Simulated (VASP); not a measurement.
# TaV (Cmmm) in VASP: a series of runs, part 2 of 2

VASP 6.6.1. The steps go on from the part before.

**5. Relaxation of cell and atoms, LDA, collinear spin, ferromagnetic start, target pressure 2 GPa, at which the enthalpy is minimised**

This run uses another cell than the first one, of 16.10 Å³/atom, 1.083 times its volume.

INCAR reads:

```
PREC = Accurate ; ENCUT = 600
EDIFF = 1E-7 ; ISMEAR = -1
SIGMA = 0.05 ; LREAL = F
LASPH = T ; NELM = 150
ALGO = Normal ; ISIF = 3
LWAVE = F ; LCHARG = F
ISPIN = 2 ; MAGMOM = 0 2
LORBIT = 11 ; LMAXMIX = 4
IBRION = 2 ; NSW = 80
EDIFFG = -0.005 ; PSTRESS = 20.0
```

KPOINTS reads:

```
regular mesh
0
Gamma
  7 7 5
```

POSCAR reads:

```
TaV
1.0
    1.6067000000     -2.3077750000      0.0000000000
    1.6067000000      2.3077750000      0.0000000000
    0.0000000000      0.0000000000      4.3413610000
Ta V
1 1
Direct
    0.0000000000      0.0000000000      0.0000000000
    0.5000000000      0.5000000000      0.5000000000
```

Potentials or basis: VASP PAW LDA potentials, release 64 (Ta_pv, V_sv).

Started as:

```
cat potpaw_LDA.64/Ta_pv/POTCAR potpaw_LDA.64/V_sv/POTCAR > POTCAR
mpirun -np 1 vasp_std > vasp.out
```

OUTCAR:

```text
PREC = Accurate
   ENCUT = 600
   EDIFF = 1E-7
   ISMEAR = -1
   LREAL = F
   LASPH = T
   NELM = 150
   ISIF = 3
   ISPIN = 2
   LORBIT = 11
   IBRION = 2
   NSW = 80
   EDIFFG = -0.005
   PSTRESS = 20.0

 ion  position               nearest neighbor table
   1  0.000  0.000  0.000-   2 2.70   2 2.70   2 2.70   2 2.70   2 3.17   2 3.17   2 3.17   2 3.17

   2  0.500  0.500  0.500-   1 2.70   1 2.70   1 2.70   1 2.70   1 3.17   1 3.17   1 3.17   1 3.17

  LATTYP: Found a base centered orthorhombic cell.
 ALAT       =     3.2134000000
 B/A-ratio  =     1.4363446816
 C/A-ratio  =     1.3510179249

  Lattice vectors:

 A1 = (   1.6067000000,  -2.3077750000,   0.0000000000)
 A2 = (   1.6067000000,   2.3077750000,   0.0000000000)
 A3 = (   0.0000000000,   0.0000000000,   4.3413610000)

Analysis of symmetry for initial positions (statically):
=====================================================================
 Subroutine PRICEL returns:
 Original cell was already a primitive cell.

 Routine SETGRP: Setting up the symmetry group for a
 base centered orthorhombic supercell.

 Subroutine GETGRP returns: Found  8 space group operations
 (whereof  8 operations were pure point group operations)
 out of a pool of  8 trial point group operations.

The static configuration has the point symmetry D_2h.

Analysis of symmetry for dynamics (positions and initial velocities):
=====================================================================
 Subroutine PRICEL returns:
 Original cell was already a primitive cell.

 Routine SETGRP: Setting up the symmetry group for a
 base centered orthorhombic supercell.

 Subroutine GETGRP returns: Found  8 space group operations
 (whereof  8 operations were pure point group operations)
 out of a pool of  8 trial point group operations.

The dynamic configuration has the point symmetry D_2h.

Analysis of structural, dynamic, and magnetic symmetry:
=====================================================================
 Subroutine PRICEL returns:
 Original cell was already a primitive cell.

 Routine SETGRP: Setting up the symmetry group for a
 base centered orthorhombic supercell.

 Subroutine GETGRP returns: Found  8 space group operations
 (whereof  8 operations were pure point group operations)
 out of a pool of  8 trial point group operations.

The overall configuration has the point symmetry D_2h.

 Subroutine INISYM returns: Found  8 space group operations
 (whereof  8 operations are pure point group operations),
 and found     1 'primitive' translations

----------------------------------------------------------------------------------------

                                     Primitive cell

  volume of cell :      32.1947

  direct lattice vectors                    reciprocal lattice vectors
     1.606700000 -2.307775000  0.000000000     0.311196863 -0.216658903  0.000000000
     1.606700000  2.307775000  0.000000000     0.311196863  0.216658903  0.000000000
     0.000000000  0.000000000  4.341361000     0.000000000  0.000000000  0.230342512

  length of vectors
     2.811994015  2.811994015  4.341361000     0.379189356  0.379189356  0.230342512

  position of ions in fractional coordinates (direct lattice)
     0.000000000  0.000000000  0.000000000
     0.500000000  0.500000000  0.500000000
[... 59 lines left out ...]
   k-points           NKPTS =     48   k-points in BZ     NKDIM =     48   number of bands    NBANDS=     17
   number of dos      NEDOS =    301   number of ions     NIONS =      2
   total plane-waves  NPLWV =  20736
   dimension x,y,z NGX =    24 NGY =   24 NGZ =   36
   dimension x,y,z NGXF=    48 NGYF=   48 NGZF=   72
   ions per type =               1   1
   NGX,Y,Z   is equivalent  to a cutoff of  14.19, 14.19, 13.79 a.u.
   NGXF,Y,Z  is equivalent  to a cutoff of  28.38, 28.38, 27.57 a.u.
 SYSTEM =  unknown system
   PREC   = accura    normal or accurate (medium, high low for compatibility)
   ISTART =      0    job   : 0-new  1-cont  2-samecut
   ICHARG =      2    charge: 1-file 2-atom 10-const
   ISPIN  =      2    spin polarized calculation?
   LNONCOLLINEAR =      F non collinear calculations
   LSORBIT =      F    spin-orbit coupling
   LASPH  =      T    aspherical Exc in radial PAW
   ENCUT  =  600.0 eV  44.10 Ry    6.64 a.u.   5.62  5.62  8.67*2*pi/ulx,y,z
   NELM   =    150;   NELMIN=  2; NELMDL= -5     # of ELM steps
   EDIFF  = 0.1E-06   stopping-criterion for ELM
   LREAL  =      F    real-space projection
   EDIFFG = -.5E-02   stopping-criterion for IOM
   NSW    =     80    number of steps for IOM
   IBRION =      2    ionic relax: 0-MD 1-quasi-New 2-CG
   NFREE  =      1    steps in history (QN), initial steepest desc. (CG)
   ISIF   =      3    stress and relaxation
   ISYM   =      2    0-nonsym 1-usesym 2-fastsym
   POTIM  = 0.5000    time-step for ionic-motion
   TEBEG  =    0.0;   TEEND  =   0.0 temperature during run
   PSTRESS=   20.0 pullay stress
   NELECT =      24.0000    total number of electrons
   NUPDOWN=      -1.0000    fix difference up-down
   EMIN   =  10.00;   EMAX   =-10.00  energy-range for DOS
   EFERMI =   0.00;   METHOD = LEGACY
   ISMEAR =    -1;   SIGMA  =   0.05  broadening in eV -4-tet -1-fermi 0-gaus
   EFERMI_NEDOS =   21; number of points for ismear=-14 and -15
   IALGO  =     38    algorithm
   IMIX   =      4    mixing-type and parameters
     AMIX     =   0.40;   BMIX     =  1.00
     AMIX_MAG =   1.60;   BMIX_MAG =  1.00
  volume/ion in A,a.u.               =      16.10       108.63
  Fermi-wavevector in a.u.,A,eV,Ry     =   1.484399  2.805107 29.979609  2.203439
  Thomas-Fermi vector in A             =   2.597940
   LORBIT       =     11    0 simple, 1 ext, 2 COOP (PROOUT), +10 PAW based schemes
   GGA     = CA    functional components
   LHFCALC =     F    Hartree Fock is set to
   AEXX    =    0.0000 exact exchange contribution
   IVDW    =     0    specifies the selected vdW correction
   LEPSILON=     F    determine dielectric tensor
   LRPA    =     F    only Hartree local field effects (RPA)
 conjugate gradient relaxation of ions
 spin polarized calculation
  energy-cutoff  :      600.00
  volume of cell :       32.19
 maximum number of plane-waves:      1103
   NGX = 11   NGY = 11   NGZ = 17

--------------------------------------- Ionic step        1  -------------------------------------------

 number of electron      24.0000002 magnetization       0.0224478

 number of electron      24.0000002 magnetization      -0.0000857

 Free energy of the ion-electron system (eV)
  ---------------------------------------------------
  ext. energy  EPLUGINS =         0.00000000
  ---------------------------------------------------
  free energy    TOTEN  =       -22.53447956 eV

  energy without entropy =      -22.50114699  energy(sigma->0) =      -22.51781328

------------------------ aborting loop because EDIFF is reached ----------------------------------------

  FORCE on cell =-STRESS in cart. coord.  units (eV):
  Direction    XX          YY          ZZ          XY          YZ          ZX
  --------------------------------------------------------------------------------------
  -------------------------------------------------------------------------------------
  Total       -2.5467344     -2.3532406     -2.3600544      0.0000000      0.0000000      0.0000000
  in kB     -126.7389445   -117.1096717   -117.4487627      0.0000000      0.0000000      0.0000000
  external PRESSURE =    -140.4324596 kB  Pullay stress =      20.0000000 kB
[... 301 lines left out ...]
 number of electron      23.9999999 magnetization      -0.0000003

 number of electron      23.9999999 magnetization       0.0000004

 Free energy of the ion-electron system (eV)
  ---------------------------------------------------
  ext. energy  EPLUGINS =         0.00000000
  ---------------------------------------------------
  free energy    TOTEN  =       -22.61482516 eV

  energy without entropy =      -22.58777748  energy(sigma->0) =      -22.60130132

 E-fermi :   7.6625     XC(G=0): -13.2472

 val. band max:        7.6537018815   @ k =   0.1429   0.1429   0.2000
 cond. band min:       7.6692191088   @ k =   0.0000   0.0000   0.4000
 fundamental gap:      0.0155172273
 Fermi energy:         7.6624737560

 spin component 1

 k-point     1 :       0.0000    0.0000    0.0000
  band No.  band energies     occupation
      1     -55.1381      1.00000
      2     -29.5316      1.00000
      3     -29.2491      1.00000
      4     -29.1545      1.00000
      5     -25.4862      1.00000
      6     -24.9847      1.00000
[... 459 lines left out ...]
      6     -25.4067      1.00000
[... 9 lines left out ...]
     16      11.3598      0.00000
     17      12.3305      0.00000

 [... further k-points ...]

 spin component 2

 k-point     1 :       0.0000    0.0000    0.0000
  band No.  band energies     occupation
      1     -55.1381      1.00000
      2     -29.5316      1.00000
      3     -29.2491      1.00000
      4     -29.1545      1.00000
      5     -25.4862      1.00000
      6     -24.9847      1.00000
[... 504 lines left out ...]
  energy  without entropy=      -22.5877774810  energy(sigma->0) =      -22.60130132

  enthalpy is  TOTEN    =       -22.2422038148 eV   P V=        0.3726213410

 reached required accuracy - stopping structural energy minimisation

 total charge

# of ion       s       p       d       tot
------------------------------------------
    1        0.412   6.173   2.590   9.174
    2        2.331   6.216   3.145  11.692
--------------------------------------------------
tot          2.743  12.389   5.735  20.866

 magnetization (x)

# of ion       s       p       d       tot
------------------------------------------
    1       -0.000  -0.000  -0.000  -0.000
    2        0.000  -0.000   0.000   0.000
--------------------------------------------------
tot         -0.000  -0.000  -0.000  -0.000
```

OSZICAR:

```text
N       E                     dE             d eps       ncg     rms          rms(c)
DAV:   1     0.256824292685E+03    0.25682E+03   -0.15856E+04  3264   0.170E+03
DAV:   2    -0.161864211799E+02   -0.27301E+03   -0.27044E+03  3352   0.478E+02
[... 95 lines left out ...]
       N       E                     dE             d eps       ncg     rms          rms(c)
DAV:   1    -0.226148759541E+02    0.69202E-05   -0.17048E-03  3264   0.517E-01    0.539E-02
DAV:   2    -0.226148406206E+02    0.35333E-04   -0.17637E-04  3712   0.123E-01    0.271E-02
DAV:   3    -0.226148381419E+02    0.24787E-05   -0.25311E-04  4259   0.862E-02    0.315E-02
DAV:   4    -0.226148252418E+02    0.12900E-04   -0.83059E-05  4134   0.609E-02    0.519E-03
DAV:   5    -0.226148251558E+02    0.85920E-07   -0.96075E-07  3459   0.110E-02
   9 F= -.22242204E+02 E0= -.22228680E+02  d E =-.982051E-04  mag=    -0.0000
```

CONTCAR:

```text
TaV
   1.00000000000000
     1.5618892442150680   -2.2588005822317618    0.0000000000000000
     1.5618892442150680    2.2588005822317618    0.0000000000000000
     0.0000000000000000    0.0000000000000000    4.2304853000986586
  Ta              V
     1     1
Direct
     0.0000000000000000    0.0000000000000000    0.0000000000000000
     0.5000000000000000    0.5000000000000000    0.5000000000000000

  0.00000000E+00  0.00000000E+00  0.00000000E+00
  0.00000000E+00  0.00000000E+00  0.00000000E+00
```

Wall time 11 min (1 thread of Oxide Virtual Turin-like, shared host); peak memory 0.17 GiB.

What came out:

```
Free energy                                            : -22.6148 eV
Relaxed volume                                         : 14.93 Å³/atom
Relaxed cell                                           : a = 2.746 Å, b = 2.746 Å, c = 4.230 Å, α = 90.00°, β = 90.00°, γ = 110.67°
Space group after relaxing (to 0.05 Å)                 : Cmmm (No. 65)
Energy change on relaxing (the enthalpy is what falls) : -40.2 meV/atom
Ionic steps                                            : 9
Pressure after relaxing                                : 2.0 GPa
Band gap on the k mesh                                 : zero (filled and empty bands overlap)
Net moment                                             : 0.00 μB per cell
Valence electrons inside the program's atomic spheres  : Ta 9.17; V 11.69
```

Step by step:
```
step  energy change (eV)  largest force (eV/Å)  pressure (GPa)  volume (Å³)
   1              0.0000                0.0000          -12.04        32.19
   2              0.3682                0.0000           39.65        26.06
   3             -0.0812                0.0000            1.24        29.95
   4             -0.0802                0.0000            1.96        29.86
   5             -0.0796                0.0000            2.29        29.81
   6             -0.0810                0.0000            1.55        29.91
   7             -0.0806                0.0000            1.80        29.88
   8             -0.0804                0.0000            1.98        29.86
   9             -0.0803                0.0000            2.01        29.85
```

Final structure:
```cif
data_structure
_symmetry_space_group_name_H-M 'P 1'
_symmetry_Int_Tables_number 1
_cell_length_a 2.7462
_cell_length_b 2.7462
_cell_length_c 4.2305
_cell_angle_alpha 90.000
_cell_angle_beta 90.000
_cell_angle_gamma 110.675
_cell_volume 29.85
loop_
_atom_site_label
_atom_site_type_symbol
_atom_site_fract_x
_atom_site_fract_y
_atom_site_fract_z
_atom_site_occupancy
Ta1 Ta 0.00000 0.00000 0.00000 1
V1 V 0.50000 0.50000 0.50000 1
```

Caveat: the cell is relaxed towards a set pressure, so the enthalpy falls and the energy may rise; spin-orbit coupling is left out, which moves the levels of the heavy elements.

**6. Summary**

```csv
task,cell,cutoff (eV),gap on the mesh (eV),pressure (GPa),moment (μB)
single point,"a = 2.742, b = 2.742, c = 4.228 Å, angles 90.0, 90.0, 110.7°, 2 atoms",520,none,3.0,0.00
single point,"a = 2.750, b = 2.750, c = 4.242 Å, angles 90.0, 90.0, 110.7°, 2 atoms",520,none,0.9,0.00
relaxation of cell and atoms,"relaxed from a = 2.812, b = 2.812, c = 4.341 Å, angles 90.0, 90.0, 110.3°, 2 atoms",600,none,0.0,0.00
relaxation of cell and atoms,"relaxed to 2 GPa from a = 2.812, b = 2.812, c = 4.341 Å, angles 90.0, 90.0, 110.3°, 2 atoms",600,none,2.0,0.00
```

Alike in all rows: level LDA; potentials or basis VASP PAW LDA potentials, release 64 (Ta_pv, V_sv); spin collinear, ferromagnetic start; k mesh 7 × 7 × 5; smearing fermi-dirac 0.05 eV.

Caveats: spin-orbit coupling is left out, which moves the levels of the heavy elements; the cell is relaxed towards a set pressure, so the enthalpy falls and the energy may rise (some runs).

Total energies depend on the potentials used, so only differences within one code and one set of settings carry meaning.
